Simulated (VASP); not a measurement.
# Ti3Al (P-6m2) in VASP: settings compared, part 2 of 2

VASP 6.6.1. The steps go on from the part before.

## Step 3: Single point, LDA

Input file INCAR:

```
  PREC = Accurate
  ENCUT = 520
  EDIFF = 1E-6
  ISMEAR = -1
  SIGMA = 0.05
  LREAL = F
  LASPH = T
  NELM = 100
  ALGO = Normal
  ISIF = 2
  LWAVE = F
  LCHARG = T
  LELF = T
  LVHAR = T
  NBANDS = 28
```

Input file KPOINTS:

```
regular mesh
0
Gamma
  8 8 3
```

Input file POSCAR:

```
Ti3Al
1.0
    2.9275422200      0.0000000000      0.0000000000
   -1.4637711100      2.5353259400      0.0000000000
    0.0000000000      0.0000000000      9.2263620000
Ti Al
3 1
Direct
    0.6666666667      0.3333333333      0.0000000000
    0.3333333333      0.6666666667      0.7505940000
    0.3333333333      0.6666666667      0.2494060000
    0.6666666667      0.3333333333      0.5000000000
```

Potentials or basis: VASP PAW LDA potentials, release 64 (Ti_sv, Al).

Command:

```console
> cat potpaw_LDA.64/Ti_sv/POTCAR potpaw_LDA.64/Al/POTCAR > POTCAR
> mpirun -np 1 vasp_std > vasp.out
```

OUTCAR:

```text
PREC = Accurate
   ENCUT = 520
   EDIFF = 1E-6
   ISMEAR = -1
   LREAL = F
   LASPH = T
   NELM = 100
   ISIF = 2

 ion  position               nearest neighbor table
   1  0.667  0.333  0.000-   2 2.86   3 2.86   2 2.86   3 2.86   2 2.86   3 2.86
   2  0.333  0.667  0.751-   1 2.86   1 2.86   1 2.86   4 2.86   4 2.86   4 2.86
   3  0.333  0.667  0.249-   1 2.86   1 2.86   1 2.86   4 2.86   4 2.86   4 2.86
   4  0.667  0.333  0.500-   2 2.86   3 2.86   2 2.86   3 2.86   2 2.86   3 2.86

  LATTYP: Found a hexagonal cell.
 ALAT       =     2.9275422200
 C/A-ratio  =     3.1515726526

  Lattice vectors:

 A1 = (   2.9275422200,   0.0000000000,   0.0000000000)
 A2 = (  -1.4637711100,   2.5353259400,   0.0000000000)
 A3 = (   0.0000000000,   0.0000000000,   9.2263620000)

Analysis of symmetry for initial positions (statically):
=====================================================================
 Subroutine PRICEL returns:
 Original cell was already a primitive cell.

 Routine SETGRP: Setting up the symmetry group for a
 hexagonal supercell.

 Subroutine GETGRP returns: Found 12 space group operations
 (whereof 12 operations were pure point group operations)
 out of a pool of 24 trial point group operations.

The static configuration has the point symmetry D_3h.

Analysis of symmetry for dynamics (positions and initial velocities):
=====================================================================
 Subroutine PRICEL returns:
 Original cell was already a primitive cell.

 Routine SETGRP: Setting up the symmetry group for a
 hexagonal supercell.

 Subroutine GETGRP returns: Found 12 space group operations
 (whereof 12 operations were pure point group operations)
 out of a pool of 24 trial point group operations.

The dynamic configuration has the point symmetry D_3h.

 Subroutine INISYM returns: Found 12 space group operations
 (whereof 12 operations are pure point group operations),
 and found     1 'primitive' translations

----------------------------------------------------------------------------------------

                                     Primitive cell

  volume of cell :      68.4806

  direct lattice vectors                    reciprocal lattice vectors
     2.927542220  0.000000000  0.000000000     0.341583460  0.197213302  0.000000000
    -1.463771110  2.535325940  0.000000000     0.000000000  0.394426604  0.000000000
     0.000000000  0.000000000  9.226362000     0.000000000  0.000000000  0.108385082

  length of vectors
     2.927542220  2.927542226  9.226362000     0.394426605  0.394426604  0.108385082

  position of ions in fractional coordinates (direct lattice)
     0.666666667  0.333333333  0.000000000
     0.333333333  0.666666667  0.750594000
     0.333333333  0.666666667  0.249406000
     0.666666667  0.333333333  0.500000000

  ion indices of the primitive-cell ions
   primitive index   ion index
                 1           1
                 2           2
                 3           3
                 4           4

----------------------------------------------------------------------------------------

 KPOINTS: regular mesh

Automatic generation of k-mesh.
 Grid dimensions read from file:
 generate k-points for:    8    8    3

 Generating k-lattice:

  Cartesian coordinates                     Fractional coordinates (reciprocal lattice)
     0.042697932  0.024651663  0.000000000     0.125000000  0.000000000  0.000000000
     0.000000000  0.049303325  0.000000000     0.000000000  0.125000000  0.000000000
     0.000000000  0.000000000  0.036128361     0.000000000  0.000000000  0.333333333

  Length of vectors
     0.049303326  0.049303325  0.036128361

  Shift w.r.t. Gamma in fractional coordinates (k-lattice)
     0.000000000  0.000000000  0.000000000

 Subroutine IBZKPT returns following result:
 ===========================================

 Found     20 irreducible k-points:

 Following reciprocal coordinates:
            Coordinates               Weight
  0.000000  0.000000  0.000000      1.000000
  0.125000  0.000000  0.000000      6.000000
  0.250000  0.000000  0.000000      6.000000
  0.375000  0.000000  0.000000      6.000000
  0.500000  0.000000  0.000000      3.000000
  0.125000  0.125000  0.000000      6.000000
[... 12 lines left out ...]
  0.250000  0.250000  0.333333     12.000000
  0.375000  0.250000  0.333333     12.000000
   k-points           NKPTS =     20   k-points in BZ     NKDIM =     20   number of bands    NBANDS=     28
   number of dos      NEDOS =    301   number of ions     NIONS =      4
   total plane-waves  NPLWV =  40320
   dimension x,y,z NGX =    24 NGY =   24 NGZ =   70
   dimension x,y,z NGXF=    48 NGYF=   48 NGZF=  140
   ions per type =               3   1
   NGX,Y,Z   is equivalent  to a cutoff of  13.63, 13.63, 12.61 a.u.
   NGXF,Y,Z  is equivalent  to a cutoff of  27.26, 27.26, 25.23 a.u.
 SYSTEM =  unknown system
   PREC   = accura    normal or accurate (medium, high low for compatibility)
   ISTART =      0    job   : 0-new  1-cont  2-samecut
   ICHARG =      2    charge: 1-file 2-atom 10-const
   ISPIN  =      1    spin polarized calculation?
   LNONCOLLINEAR =      F non collinear calculations
   LSORBIT =      F    spin-orbit coupling
   LASPH  =      T    aspherical Exc in radial PAW
   ENCUT  =  520.0 eV  38.22 Ry    6.18 a.u.   5.44  5.44 17.15*2*pi/ulx,y,z
   NELM   =    100;   NELMIN=  2; NELMDL= -5     # of ELM steps
   EDIFF  = 0.1E-05   stopping-criterion for ELM
   LREAL  =      F    real-space projection
   EDIFFG = 0.1E-04   stopping-criterion for IOM
   NSW    =      0    number of steps for IOM
   IBRION =     -1    ionic relax: 0-MD 1-quasi-New 2-CG
   NFREE  =      0    steps in history (QN), initial steepest desc. (CG)
   ISIF   =      2    stress and relaxation
   ISYM   =      2    0-nonsym 1-usesym 2-fastsym
   POTIM  = 0.5000    time-step for ionic-motion
   TEBEG  =    0.0;   TEEND  =   0.0 temperature during run
   PSTRESS=    0.0 pullay stress
   NELECT =      39.0000    total number of electrons
   NUPDOWN=      -1.0000    fix difference up-down
   EMIN   =  10.00;   EMAX   =-10.00  energy-range for DOS
   EFERMI =   0.00;   METHOD = LEGACY
   ISMEAR =    -1;   SIGMA  =   0.05  broadening in eV -4-tet -1-fermi 0-gaus
   EFERMI_NEDOS =   21; number of points for ismear=-14 and -15
   IALGO  =     38    algorithm
   IMIX   =      4    mixing-type and parameters
     AMIX     =   0.40;   BMIX     =  1.00
     AMIX_MAG =   1.60;   BMIX_MAG =  1.00
  volume/ion in A,a.u.               =      17.12       115.53
  Fermi-wavevector in a.u.,A,eV,Ry     =   1.356981  2.564323 25.053746  1.841398
  Thomas-Fermi vector in A             =   2.483938
   LORBIT       =      0    0 simple, 1 ext, 2 COOP (PROOUT), +10 PAW based schemes
   GGA     = CA    functional components
   LHFCALC =     F    Hartree Fock is set to
   AEXX    =    0.0000 exact exchange contribution
   IVDW    =     0    specifies the selected vdW correction
   LEPSILON=     F    determine dielectric tensor
   LRPA    =     F    only Hartree local field effects (RPA)
 non-spin polarized calculation
  energy-cutoff  :      520.00
  volume of cell :       68.48
 maximum number of plane-waves:      1907
 NGX is ok and might be reduce to    24
   NGX = 11   NGY = 11   NGZ = 35

 number of electron      38.9999989 magnetization

 Free energy of the ion-electron system (eV)
  ---------------------------------------------------
  ext. energy  EPLUGINS =         0.00000000
  ---------------------------------------------------
  free energy    TOTEN  =       -30.24995916 eV

  energy without entropy =      -30.21188264  energy(sigma->0) =      -30.23092090

 E-fermi :   7.7375     XC(G=0): -11.4471

 val. band max:        7.7178597792   @ k =   0.2500   0.1250   0.3333
 cond. band min:       7.7562387659   @ k =   0.2500   0.2500   0.0000
 fundamental gap:      0.0383789867
 Fermi energy:         7.7375287756

 k-point     1 :       0.0000    0.0000    0.0000
  band No.  band energies     occupation
      1     -48.2721      2.00000
      2     -48.2206      2.00000
      3     -48.1597      2.00000
      4     -25.1874      2.00000
      5     -24.9319      2.00000
      6     -24.6339      2.00000
[... 20 lines left out ...]
     27       9.8066      0.00000
[... 567 lines left out ...]
      6     -24.9692      2.00000
[... 20 lines left out ...]
     27      10.7586      0.00000
     28      11.1150      0.00000

------------------------ aborting loop because EDIFF is reached ----------------------------------------

  FORCE on cell =-STRESS in cart. coord.  units (eV):
  Direction    XX          YY          ZZ          XY          YZ          ZX
  --------------------------------------------------------------------------------------
  -------------------------------------------------------------------------------------
  Total       -3.0040978     -3.0040978     -3.1960497      0.0000000     -0.0000000     -0.0000000
  in kB      -70.2841173    -70.2841176    -74.7750380      0.0000000     -0.0000000     -0.0000000
  external PRESSURE =     -71.7810910 kB  Pullay stress =       0.0000000 kB

 VOLUME and BASIS-vectors are now :
 -----------------------------------------------------------------------------
  energy-cutoff  :      520.00
  volume of cell :       68.48
      direct lattice vectors                 reciprocal lattice vectors
     2.927542220  0.000000000  0.000000000     0.341583460  0.197213302  0.000000000
    -1.463771110  2.535325940  0.000000000     0.000000000  0.394426604  0.000000000
     0.000000000  0.000000000  9.226362000     0.000000000  0.000000000  0.108385082

 POSITION                                       TOTAL-FORCE (eV/Angst)
 -----------------------------------------------------------------------------------
      1.46377      0.84511      0.00000         0.000000     -0.000000      0.000000
     -0.00000      1.69022      6.92525        -0.000000     -0.000000      0.138468
     -0.00000      1.69022      2.30111         0.000000      0.000000     -0.138468
      1.46377      0.84511      4.61318        -0.000000     -0.000000      0.000000
 -----------------------------------------------------------------------------------
    total drift:                                0.000000     -0.000000      0.000000

  FREE ENERGIE OF THE ION-ELECTRON SYSTEM (eV)
  ---------------------------------------------------
  free  energy   TOTEN  =       -30.2499591558 eV

  energy  without entropy=      -30.2118826420  energy(sigma->0) =      -30.23092090
```

It took 36 s on 1 thread of Intel Xeon Platinum 8488C (Sapphire Rapids), shared host; peak memory 0.17 GiB.

Results:

* Free energy: -30.2500 eV
* Pressure: -7.2 GPa
* Largest force: 0.138 eV/Å

Forces in eV/Å, atoms in the order of the input:
```
Ti   0.000  0.000  0.000
Ti   0.000  0.000  0.138
Ti   0.000  0.000 -0.138
Al   0.000  0.000  0.000
```

Levels at points of the mesh, in eV from the Fermi level:
```
           k point  band 16  band 17  band 18  band 19  band 20  band 21  band 22  band 23  band 24  band 25
(0.00, 0.00, 0.00)    -2.43    -0.71     0.54     0.74     0.82     0.82     0.91     0.91     1.22     1.22
(0.50, 0.00, 0.00)    -2.04    -1.42    -1.19    -0.61    -0.33     0.88     1.04     1.16     1.71     2.48
```

## Step 4: Single point, r2SCAN

POSCAR is that of step 3.

Input file INCAR.step1:

```
PREC = Accurate
ENCUT = 520
ISMEAR = -1
SIGMA = 0.05
LREAL = F
LASPH = T
NELM = 100
NBANDS = 28
GGA = PE
ALGO = Normal
EDIFF = 1E-4
LWAVE = T
LCHARG = F
```

Input file INCAR.step2:

```
PREC = Accurate
ENCUT = 520
EDIFF = 1E-6
ISMEAR = -1
SIGMA = 0.05
LREAL = F
LASPH = T
NELM = 100
ALGO = Normal
ISIF = 2
LWAVE = F
LCHARG = F
METAGGA = R2SCAN
LMIXTAU = T
NBANDS = 28
ISTART = 1
```

Input file KPOINTS:

```
Automatic mesh
0
Gamma
  8 8 3
```

Potentials or basis: VASP PAW PBE potentials, release 64 (Ti_sv, Al).

Command:

```console
> cat potpaw_PBE.64/Ti_sv/POTCAR potpaw_PBE.64/Al/POTCAR > POTCAR
> cp INCAR.step1 INCAR
> mpirun -np 1 vasp_std > vasp.out
> cp INCAR.step2 INCAR
> mpirun -np 1 vasp_std > vasp.out
```

Run time: 1.9 min. Hardware: 1 thread of Intel Xeon Platinum 8488C (Sapphire Rapids), shared host; peak memory 0.21 GiB.

Results (log left out):

```yaml
Free_energy: -46.1569 eV
Pressure: -0.5 GPa
Largest_force: 0.036 eV/Å
```

Forces in eV/Å, atoms in the order of the input:
```
Ti   0.000  0.000  0.000
Ti   0.000  0.000 -0.036
Ti   0.000  0.000  0.036
Al   0.000  0.000  0.000
```

Stress tensor (GPa, compression positive):
```
-0.34  0.00  0.00
 0.00 -0.34  0.00
 0.00  0.00 -0.96
```

Levels at points of the mesh, in eV from the Fermi level:
```csv
k point,band 17,band 18,band 19,band 20,band 21,band 22,band 23,band 24
"(0.00, 0.00, 0.00)",-0.90,0.42,0.81,0.96,0.96,1.06,1.06,1.37
"(0.50, 0.00, 0.00)",-1.52,-1.24,-0.71,-0.50,1.00,1.07,1.17,1.95
```

Caveat: the PAW data sets were made with another functional, which shifts forces and pressure a little.

## Step 5: Overview

```csv
level,potentials or basis,gap on the mesh (eV),pressure (GPa),largest force (eV/Å)
BLYP,"VASP PAW PBE potentials, release 64 (Ti_sv, Al)",none,3.0,0.02
LDA,"VASP PAW LDA potentials, release 64 (Ti_sv, Al)",none,-7.2,0.14
r2SCAN,"VASP PAW PBE potentials, release 64 (Ti_sv, Al)",none,-0.5,0.04
```

Alike in all rows: task single point; no spin polarisation; cell as given; k mesh 8 × 8 × 3; cutoff (eV) 520; smearing fermi-dirac 0.05 eV.

Caveats: the PAW data sets were made with another functional, which shifts forces and pressure a little (some runs).

Absolute energies hang on the potentials; compare differences alone.
